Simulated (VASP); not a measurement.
Runs of VASP 6.6.1 on Pt. Symmetry: Fm-3m, No. 225, cubic system. The conventional cell has a = 3.922 Å, b = 3.922 Å, c = 3.922 Å, α = 90.00°, β = 90.00°, γ = 90.00°. Within 3.7 Å of Pt (site symmetry m-3m) lie 12 Pt at 2.77 Å. 

| level | potentials or basis | gap on the mesh (eV) | pressure (GPa) |
| --- | --- | --- | --- |
| BLYP | VASP PAW PBE potentials, release 64 (Pt) | none | 27.4 |
| revPBE | VASP PAW PBE potentials, release 64 (Pt) | none | 13.0 |
| RPBE | VASP PAW PBE potentials, release 64 (Pt) | none | (a) |
| LDA | VASP PAW LDA potentials, release 64 (Pt) | none | -5.1 |

Alike in all rows: task single point; no spin polarisation; cell as given; k mesh 15 × 15 × 15; cutoff (eV) 520; smearing fermi-dirac 0.1 eV.

**Question.** Fill in the values left out.

**Answer.** (a) 14.2.

Caveats: spin-orbit coupling is left out, which moves the levels of the heavy elements; the PAW data sets were made with another functional, which shifts forces and pressure a little (some runs).

A k mesh can miss the band edges, and the runs leave out spin-orbit coupling on Pt.

A gap of «none» marks levels without a gap at the run's occupations.
